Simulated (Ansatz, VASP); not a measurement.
## KI in VASP and in Ansatz

The input INCAR:

```
PREC = Accurate ; ENCUT = 520
EDIFF = 1E-6 ; ISMEAR = 0
SIGMA = 0.05 ; LREAL = F
LASPH = T ; NELM = 60
ALGO = Normal ; ISIF = 2
LWAVE = F ; LCHARG = F
GGA = PS ; NBANDS = 15
```

The input KPOINTS:

```
regular mesh
0
Gamma
  6 6 6
```

POSCAR

```
KI
1.0
    4.1195487936      0.0000000000      0.0000000000
    0.0000000000      4.1195487936      0.0000000000
    0.0000000000      0.0000000000      3.9479009272
K I
1 1
Direct
    0.0000000000      0.0000000000      0.0000000000
    0.5000000000      0.5000000000      0.5000000000
```

Input for Ansatz:

```yaml
crystal:
  lattice:
    - [4.1195487936, 0.0, 0.0]
    - [0.0, 4.1195487936, 0.0]
    - [0.0, 0.0, 3.9479009272]
  atoms:
    - { symbol: K, position: [0.0, 0.0, 0.0] }
    - { symbol: I, position: [0.5, 0.5, 0.5] }
basis:
  ecutwfc: 420
kpoints:
  mp_grid: { grid: [6, 6, 6] }
hamiltonian:
  xc: pbesol
scf:
  occupations: { method: gaussian, width: 0.05 }
output:
  forces: true
  stress: true
  eigenvalues: true
```

Change from the starting cell: strain -0.040 along x and y, -0.080 along z, atoms carried along.

Alike in both runs: task single point; functional PBEsol; k mesh 6 × 6 × 6; occupations gaussian, width 0.05 eV; no spin polarisation.

|  | VASP | Ansatz |
| --- | --- | --- |
| version | VASP 6.6.1 | Ansatz 0.2.0 |
| potentials or method | VASP PAW PBE potentials, release 64 (K_sv, I), cutoff 520 eV | scalar-relativistic, plane waves, PAW |
| valence electrons in the cell | 16 | 26 |

|  | VASP | Ansatz | Ansatz less VASP |
| --- | --- | --- | --- |
| gap on the k mesh at the Fermi level (eV) | 3.34 | 3.36 | +0.013 |
| least direct gap on the mesh (eV) | 3.34 | 3.36 | +0.013 |
| pressure (GPa) | 2.5 | 2.4 | -0.08 |
| traceless stress, the component that is largest in VASP (GPa) | 1.16 | 1.16 | +0.001 |

VASP's potentials were made for PBE, not for PBEsol. VASP's potentials hold 16 valence electrons a cell and Ansatz's 26, so a difference there can come from the potentials and not from the codes.

Spin-orbit coupling is off throughout.
